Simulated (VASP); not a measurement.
The system is GaSb2.

```
Ga Sb
1.0
     3.55181    0.00000    0.00000
     0.00000    3.55181    0.00000
     0.00000    0.00000    6.54814
Ga Sb
1 2
Direct
  0.00000 0.00000 0.00000
  0.50000 0.50000 0.26781
  0.50000 0.50000 0.73219
```

The cell was generated, and may not be a known phase.

| Item | Value |
| --- | --- |
| Program | VASP 6.6.1 |
| Task | relaxation of cell and atoms |
| Functional | PBE |
| Potentials or basis | VASP PAW PBE potentials, release 64 (Ga_d, Sb) |
| Cutoff | 600 eV |
| k mesh | 14 × 14 × 8 |
| Occupations | gaussian, width 0.1 eV |
| Spin | no spin polarisation |

At the start: pressure -0.3 GPa; volume 27.54 Å³/atom.

**Question.** How do energy, volume and symmetry change on relaxing?

**Answer.** Over 31 steps the energy falls by 84.8 meV/atom and the volume is 26.71 Å³/atom (-3.0 %); space group P4/mmm (No. 123, to 0.1 Å) before and after.

The path:
| step | energy change (eV) | largest force (eV/Å) | pressure (GPa) | volume (Å³) |
| --- | --- | --- | --- | --- |
| 1 | 0.0000 | 0.1086 | -0.32 | 82.61 |
| 2 | -0.0032 | 0.1175 | 0.03 | 81.95 |
| 3 | -0.0054 | 0.1204 | 0.47 | 81.16 |
| 4 | -0.0031 | 0.1158 | 1.42 | 79.58 |
| 5 | -0.0056 | 0.1199 | 0.70 | 80.76 |
| 6 | -0.0070 | 0.1163 | 0.70 | 80.72 |
| 7 | -0.0110 | 0.1169 | 0.70 | 80.59 |
| 8 | -0.0230 | 0.1701 | 0.81 | 80.32 |
| 9 | -0.0683 | 0.2024 | 1.00 | 79.73 |
| 10 | -0.1418 | 0.1335 | 1.46 | 78.35 |
| 11 | -0.1863 | 0.2357 | 4.08 | 74.84 |
| 12 | -0.1942 | 0.1599 | 3.54 | 75.39 |
| 13 | -0.1970 | 0.1685 | 3.53 | 75.44 |
| 14 | -0.2046 | 0.1927 | 3.44 | 75.59 |
| 15 | -0.2085 | 0.2030 | 3.25 | 75.85 |
| 16 | -0.2142 | 0.1909 | 3.03 | 76.12 |
| 17 | -0.2290 | 0.1566 | 2.35 | 76.93 |
| 18 | -0.2480 | 0.0916 | 1.09 | 78.58 |
| 19 | -0.2483 | 0.0177 | -1.01 | 81.94 |
| 20 | -0.2541 | 0.0312 | -0.09 | 80.33 |
| 21 | -0.2542 | 0.0341 | 0.00 | 80.23 |
| 22 | -0.2542 | 0.0319 | -0.01 | 80.23 |
| 23 | -0.2543 | 0.0243 | 0.00 | 80.21 |
| 24 | -0.2543 | 0.0108 | 0.00 | 80.18 |
| 25 | -0.2543 | 0.0093 | -0.02 | 80.17 |
| 26 | -0.2543 | 0.0065 | 0.00 | 80.17 |
| 27 | -0.2543 | 0.0081 | 0.00 | 80.17 |
| 28 | -0.2543 | 0.0088 | -0.02 | 80.17 |
| 29 | -0.2543 | 0.0074 | 0.03 | 80.15 |
| 30 | -0.2544 | 0.0061 | 0.07 | 80.11 |
| 31 | -0.2544 | 0.0051 | -0.01 | 80.14 |

Final structure:
```cif
data_structure
_symmetry_space_group_name_H-M 'P 1'
_symmetry_Int_Tables_number 1
_cell_length_a 3.1659
_cell_length_b 3.1659
_cell_length_c 7.9958
_cell_angle_alpha 90.000
_cell_angle_beta 90.000
_cell_angle_gamma 90.000
_cell_volume 80.14
loop_
_atom_site_label
_atom_site_type_symbol
_atom_site_fract_x
_atom_site_fract_y
_atom_site_fract_z
_atom_site_occupancy
Ga1 Ga 0.00000 0.00000 0.00000 1
Sb1 Sb 0.50000 0.50000 0.30848 1
Sb2 Sb 0.50000 0.50000 0.69152 1
```

Caveat: a cell axis changed by over 15 % at a fixed basis, so the end point is rough.
